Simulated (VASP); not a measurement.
# SiC (P6_3mc) in VASP: a series of runs

Runs on SiC. Level: PBE. Tasks: single point, relaxation of cell and atoms.

All numbers are computed with VASP 6.6.1; they aren't measurements. Logs are shortened: lines on timing, memory, paths and dates and some standing lists are left out, and cuts for length are marked.

## Step 1: The cell of the first run

The structure is hexagonal, space group P6_3mc (No. 186). Conventional cell: a = 3.094 Å, b = 3.094 Å, c = 10.129 Å, α = 90.00°, β = 90.00°, γ = 120.00°. Within 2.5 Å of Si (site symmetry 3m) lie 4 C at 1.90 Å. Within 2.5 Å of Si (site symmetry 3m) lie 4 C at 1.89 to 1.90 Å. Within 2.5 Å of C (site symmetry 3m) lie 4 Si at 1.89 to 1.90 Å. Within 2.5 Å of C (site symmetry 3m) lie 4 Si at 1.90 Å.

## Step 2: Single point, PBE

The input, INCAR:

```
PREC = Accurate ; ENCUT = 520
EDIFF = 1E-6 ; ISMEAR = 0
SIGMA = 0.01 ; LREAL = False
LASPH = True ; NELM = 80
ALGO = Normal ; ISIF = 2
LWAVE = False ; LCHARG = False
GGA = PE ; NBANDS = 26
```

The input, KPOINTS:

```
Automatic mesh
0
Gamma
  10 10 3
```

The input, POSCAR:

```
SiC
1.0
    3.0941283602      0.0000000000      0.0000000000
   -1.5470641801      2.6795937625      0.0000000000
    0.0000000000      0.0000000000     10.1292972363
Si C
4 4
Direct
    0.6666666667      0.3333333333      0.9378452104
    0.3333333333      0.6666666667      0.4378452104
    0.0000000000      0.0000000000      0.6879001279
    0.0000000000      0.0000000000      0.1879001279
    0.6666666667      0.3333333333      0.7498061344
    0.3333333333      0.6666666667      0.2498061344
    0.0000000000      0.0000000000      0.5004475272
    0.0000000000      0.0000000000      0.0004475272
```

Potentials or basis: VASP PAW PBE potentials, release 64 (Si, C).

On the command line:

```bash
> cat potpaw_PBE.64/Si/POTCAR potpaw_PBE.64/C/POTCAR > POTCAR
> mpirun -np 1 vasp_std > vasp.out
```

OUTCAR:

```text
PREC = Accurate
   ENCUT = 520
   EDIFF = 1E-6
   ISMEAR = 0
   LREAL = False
   LASPH = True
   NELM = 80
   ISIF = 2
   GGA = PE

 ion  position               nearest neighbor table
   1  0.667  0.333  0.938-   8 1.90   8 1.90   8 1.90   5 1.90   3 3.10   3 3.10   3 3.10   4 3.10
                             4 3.10   4 3.10
   2  0.333  0.667  0.438-   7 1.90   7 1.90   7 1.90   6 1.90   4 3.10   4 3.10   4 3.10   3 3.10
                             3 3.10   3 3.10
   3  0.000  0.000  0.688-   5 1.89   5 1.89   5 1.89   7 1.90   1 3.10   1 3.10   1 3.10   2 3.10
                             2 3.10   2 3.10
   4  0.000  0.000  0.188-   6 1.89   6 1.89   6 1.89   8 1.90   2 3.10   2 3.10   2 3.10   1 3.10
                             1 3.10   1 3.10
   5  0.667  0.333  0.750-   3 1.89   3 1.89   3 1.89   1 1.90
   6  0.333  0.667  0.250-   4 1.89   4 1.89   4 1.89   2 1.90
   7  0.000  0.000  0.500-   2 1.90   2 1.90   2 1.90   3 1.90
   8  0.000  0.000  0.000-   1 1.90   1 1.90   1 1.90   4 1.90

  LATTYP: Found a hexagonal cell.
 ALAT       =     3.0941283602
 C/A-ratio  =     3.2737159087

  Lattice vectors:

 A1 = (   3.0941283602,   0.0000000000,   0.0000000000)
 A2 = (  -1.5470641801,   2.6795937625,   0.0000000000)
 A3 = (   0.0000000000,   0.0000000000,  10.1292972363)

Analysis of symmetry for initial positions (statically):
=====================================================================
 Subroutine PRICEL returns:
 Original cell was already a primitive cell.

 Routine SETGRP: Setting up the symmetry group for a
 hexagonal supercell.

 Subroutine GETGRP returns: Found 12 space group operations
 (whereof  6 operations were pure point group operations)
 out of a pool of 24 trial point group operations.

The static configuration has the point symmetry C_3v.
 The point group associated with its full space group is C_6v.

Analysis of symmetry for dynamics (positions and initial velocities):
=====================================================================
 Subroutine PRICEL returns:
 Original cell was already a primitive cell.

 Routine SETGRP: Setting up the symmetry group for a
 hexagonal supercell.

 Subroutine GETGRP returns: Found 12 space group operations
 (whereof  6 operations were pure point group operations)
 out of a pool of 24 trial point group operations.

The dynamic configuration has the point symmetry C_3v.
 The point group associated with its full space group is C_6v.

 Subroutine INISYM returns: Found 12 space group operations
 (whereof  6 operations are pure point group operations),
 and found     1 'primitive' translations

----------------------------------------------------------------------------------------

                                     Primitive cell

  volume of cell :      83.9821

  direct lattice vectors                    reciprocal lattice vectors
     3.094128360  0.000000000  0.000000000     0.323192797  0.186595449  0.000000000
    -1.547064180  2.679593763  0.000000000     0.000000000  0.373190897  0.000000000
     0.000000000  0.000000000 10.129297236     0.000000000  0.000000000  0.098723532

  length of vectors
     3.094128360  3.094128360 10.129297236     0.373190897  0.373190897  0.098723532

  position of ions in fractional coordinates (direct lattice)
     0.666666667  0.333333333  0.937845210
     0.333333333  0.666666667  0.437845210
     0.000000000  0.000000000  0.687900128
     0.000000000  0.000000000  0.187900128
     0.666666667  0.333333333  0.749806134
     0.333333333  0.666666667  0.249806134
     0.000000000  0.000000000  0.500447527
     0.000000000  0.000000000  0.000447527

  ion indices of the primitive-cell ions
   primitive index   ion index
                 1           1
                 2           2
                 3           3
                 4           4
                 5           5
                 6           6
                 7           7
                 8           8

----------------------------------------------------------------------------------------

 KPOINTS: Automatic mesh

Automatic generation of k-mesh.
 Grid dimensions read from file:
 generate k-points for:   10   10    3

 Generating k-lattice:

  Cartesian coordinates                     Fractional coordinates (reciprocal lattice)
     0.032319280  0.018659545  0.000000000     0.100000000 -0.000000000  0.000000000
     0.000000000  0.037319090  0.000000000     0.000000000  0.100000000  0.000000000
     0.000000000  0.000000000  0.032907844     0.000000000  0.000000000  0.333333333

  Length of vectors
     0.037319090  0.037319090  0.032907844

  Shift w.r.t. Gamma in fractional coordinates (k-lattice)
     0.000000000  0.000000000  0.000000000

 Subroutine IBZKPT returns following result:
 ===========================================

 Found     28 irreducible k-points:

 Following reciprocal coordinates:
            Coordinates               Weight
  0.000000  0.000000  0.000000      1.000000
  0.100000 -0.000000  0.000000      6.000000
  0.200000 -0.000000  0.000000      6.000000
  0.300000  0.000000  0.000000      6.000000
  0.400000  0.000000  0.000000      6.000000
  0.500000  0.000000  0.000000      3.000000
[... 16 lines left out ...]
  0.300000  0.100000  0.333333     24.000000
  0.400000  0.100000  0.333333     24.000000
 [... further k-points ...]
   k-points           NKPTS =     28   k-points in BZ     NKDIM =     28   number of bands    NBANDS=     26
   number of dos      NEDOS =    301   number of ions     NIONS =      8
   total plane-waves  NPLWV =  46080
   dimension x,y,z NGX =    24 NGY =   24 NGZ =   80
   dimension x,y,z NGXF=    48 NGYF=   48 NGZF=  160
   ions per type =               4   4
   NGX,Y,Z   is equivalent  to a cutoff of  12.90, 12.90, 13.13 a.u.
   NGXF,Y,Z  is equivalent  to a cutoff of  25.79, 25.79, 26.26 a.u.
 SYSTEM =  unknown system
   PREC   = accura    normal or accurate (medium, high low for compatibility)
   ISTART =      0    job   : 0-new  1-cont  2-samecut
   ICHARG =      2    charge: 1-file 2-atom 10-const
   ISPIN  =      1    spin polarized calculation?
   LNONCOLLINEAR =      F non collinear calculations
   LSORBIT =      F    spin-orbit coupling
   LASPH  =      T    aspherical Exc in radial PAW
   ENCUT  =  520.0 eV  38.22 Ry    6.18 a.u.   5.75  5.75 18.83*2*pi/ulx,y,z
   NELM   =     80;   NELMIN=  2; NELMDL= -5     # of ELM steps
   EDIFF  = 0.1E-05   stopping-criterion for ELM
   LREAL  =      F    real-space projection
   EDIFFG = 0.1E-04   stopping-criterion for IOM
   NSW    =      0    number of steps for IOM
   IBRION =     -1    ionic relax: 0-MD 1-quasi-New 2-CG
   NFREE  =      0    steps in history (QN), initial steepest desc. (CG)
   ISIF   =      2    stress and relaxation
   ISYM   =      2    0-nonsym 1-usesym 2-fastsym
   POTIM  = 0.5000    time-step for ionic-motion
   TEBEG  =    0.0;   TEEND  =   0.0 temperature during run
   PSTRESS=    0.0 pullay stress
   NELECT =      32.0000    total number of electrons
   NUPDOWN=      -1.0000    fix difference up-down
   EMIN   =  10.00;   EMAX   =-10.00  energy-range for DOS
   EFERMI =   0.00;   METHOD = LEGACY
   ISMEAR =     0;   SIGMA  =   0.01  broadening in eV -4-tet -1-fermi 0-gaus
   EFERMI_NEDOS =   21; number of points for ismear=-14 and -15
   IALGO  =     38    algorithm
   IMIX   =      4    mixing-type and parameters
     AMIX     =   0.40;   BMIX     =  1.00
     AMIX_MAG =   1.60;   BMIX_MAG =  1.00
  volume/ion in A,a.u.               =      10.50        70.84
  Fermi-wavevector in a.u.,A,eV,Ry     =   1.186850  2.242822 19.165353  1.408614
  Thomas-Fermi vector in A             =   2.323014
   LORBIT       =      0    0 simple, 1 ext, 2 COOP (PROOUT), +10 PAW based schemes
   GGA     = PE    functional components
   LHFCALC =     F    Hartree Fock is set to
   AEXX    =    0.0000 exact exchange contribution
   IVDW    =     0    specifies the selected vdW correction
   LEPSILON=     F    determine dielectric tensor
   LRPA    =     F    only Hartree local field effects (RPA)
 non-spin polarized calculation
 Gauss-broadening in eV      SIGMA  =   0.01
  energy-cutoff  :      520.00
  volume of cell :       83.98
 maximum number of plane-waves:      2284
 NGX is ok and might be reduce to    24
   NGX = 11   NGY = 11   NGZ = 37

 number of electron      32.0000001 magnetization

 Free energy of the ion-electron system (eV)
  ---------------------------------------------------
  ext. energy  EPLUGINS =         0.00000000
  ---------------------------------------------------
  free energy    TOTEN  =       -60.24877661 eV

  energy without entropy =      -60.24877661  energy(sigma->0) =      -60.24877661

 E-fermi :   8.0813     XC(G=0): -11.2898

 val. band max:        8.0108085098   @ k =   0.0000   0.0000   0.0000
 cond. band min:      10.2337318386   @ k =   0.5000   0.0000   0.0000
 fundamental gap:      2.2229233287
 Fermi energy:         8.0813153626

 k-point     1 :       0.0000    0.0000    0.0000
  band No.  band energies     occupation
      1      -7.3547      2.00000
      2      -6.1916      2.00000
      3      -6.1558      2.00000
      4      -3.8427      2.00000
      5      -0.5167      2.00000
      6       3.6584      2.00000
[... 18 lines left out ...]
     25      15.2995      0.00000
     26      15.9842      0.00000

 k-point     2 :       0.1000   -0.0000    0.0000
  band No.  band energies     occupation
      1      -7.1832      2.00000
      2      -6.0259      2.00000
      3      -5.9893      2.00000
      4      -3.6981      2.00000
      5      -0.3607      2.00000
      6       3.7049      2.00000
[... 18 lines left out ...]
     25      15.5204      0.00000
     26      15.7587      0.00000

 k-point     3 :       0.2000   -0.0000    0.0000
  band No.  band energies     occupation
      1      -6.6752      2.00000
      2      -5.5380      2.00000
      3      -5.4984      2.00000
      4      -3.2849      2.00000
      5       0.0840      2.00000
      6       3.4641      2.00000
[... 18 lines left out ...]
     25      16.0186      0.00000
     26      16.3830      0.00000

 k-point     4 :       0.3000    0.0000    0.0000
  band No.  band energies     occupation
      1      -5.8558      2.00000
      2      -4.7659      2.00000
      3      -4.7188      2.00000
      4      -2.7016      2.00000
      5       0.6412      2.00000
      6       1.9155      2.00000
[... 18 lines left out ...]
     25      16.5381      0.00000
     26      16.9832      0.00000

 k-point     5 :       0.4000    0.0000    0.0000
  band No.  band energies     occupation
      1      -4.8031      2.00000
      2      -3.8515      2.00000
      3      -3.7764      2.00000
      4      -2.3367      2.00000
      5       0.1997      2.00000
      6       0.5796      2.00000
[... 18 lines left out ...]
     25      16.6602      0.00000
     26      17.1833      0.00000

 k-point     6 :       0.5000    0.0000    0.0000
  band No.  band energies     occupation
      1      -3.9878      2.00000
      2      -3.4558      2.00000
      3      -3.2113      2.00000
      4      -2.4822      2.00000
      5      -0.4549      2.00000
      6      -0.1653      2.00000
[... 427 lines left out ...]
 k-point    21 :       0.1000    0.1000    0.3333
  band No.  band energies     occupation
      1      -6.7108      2.00000
      2      -6.3178      2.00000
      3      -4.8382      2.00000
      4      -3.9241      2.00000
      5       0.6383      2.00000
      6       2.0944      2.00000
[... 18 lines left out ...]
     25      15.9777      0.00000
     26      16.0403      0.00000

 k-point    22 :       0.2000    0.1000    0.3333
  band No.  band energies     occupation
      1      -6.0486      2.00000
      2      -5.6649      2.00000
      3      -4.2339      2.00000
      4      -3.3715      2.00000
      5       1.0369      2.00000
      6       2.0761      2.00000
[... 18 lines left out ...]
     25      16.2636      0.00000
     26      16.5135      0.00000

 k-point    23 :       0.3000    0.1000    0.3333
  band No.  band energies     occupation
      1      -5.1085      2.00000
      2      -4.7473      2.00000
      3      -3.4431      2.00000
      4      -2.7237      2.00000
      5       0.7579      2.00000
      6       1.0361      2.00000
[... 18 lines left out ...]
     25      16.2136      0.00000
     26      17.2036      0.00000

 k-point    24 :       0.4000    0.1000    0.3333
  band No.  band energies     occupation
      1      -4.0656      2.00000
      2      -3.7810      2.00000
      3      -2.8926      2.00000
      4      -2.5256      2.00000
      5      -0.0594      2.00000
      6       0.2818      2.00000
[... 18 lines left out ...]
     25      15.8770      0.00000
     26      16.7803      0.00000

 [... further k-points ...]
[... 5 lines left out ...]
  --------------------------------------------------------------------------------------
  -------------------------------------------------------------------------------------
  Total       -0.0272340     -0.0272340     -0.0235543      0.0000000      0.0000000     -0.0000000
  in kB       -0.5195589     -0.5195589     -0.4493600      0.0000000      0.0000000     -0.0000000
  external PRESSURE =      -0.4961592 kB  Pullay stress =       0.0000000 kB

 VOLUME and BASIS-vectors are now :
 -----------------------------------------------------------------------------
  energy-cutoff  :      520.00
  volume of cell :       83.98
      direct lattice vectors                 reciprocal lattice vectors
     3.094128360  0.000000000  0.000000000     0.323192797  0.186595449  0.000000000
    -1.547064180  2.679593763  0.000000000     0.000000000  0.373190897  0.000000000
     0.000000000  0.000000000 10.129297236     0.000000000  0.000000000  0.098723532

 POSITION                                       TOTAL-FORCE (eV/Angst)
 -----------------------------------------------------------------------------------
      1.54706      0.89320      9.49971        -0.000000      0.000000      0.000971
     -0.00000      1.78640      4.43506         0.000000      0.000000      0.000971
      0.00000      0.00000      6.96794        -0.000000      0.000000     -0.001374
      0.00000      0.00000      1.90330         0.000000     -0.000000     -0.001374
      1.54706      0.89320      7.59501         0.000000     -0.000000      0.000106
     -0.00000      1.78640      2.53036        -0.000000     -0.000000      0.000106
      0.00000      0.00000      5.06918         0.000000      0.000000      0.000297
      0.00000      0.00000      0.00453         0.000000      0.000000      0.000297
 -----------------------------------------------------------------------------------
    total drift:                                0.000000      0.000000     -0.000924

  FREE ENERGIE OF THE ION-ELECTRON SYSTEM (eV)
  ---------------------------------------------------
  free  energy   TOTEN  =       -60.2487766054 eV

  energy  without entropy=      -60.2487766054  energy(sigma->0) =      -60.24877661
```

Run time: 75 s. Hardware: 1 thread of Intel Xeon 8259CL, shared host; peak memory 0.21 GiB.

Results:

| Property | Result |
| --- | --- |
| Free energy | -60.2488 eV |
| Pressure | 0.0 GPa |
| Band gap on the k mesh | 2.22 eV, indirect (least direct gap 3.34 eV) |

A k mesh can miss the band edges.

[end of part 1 of 2]
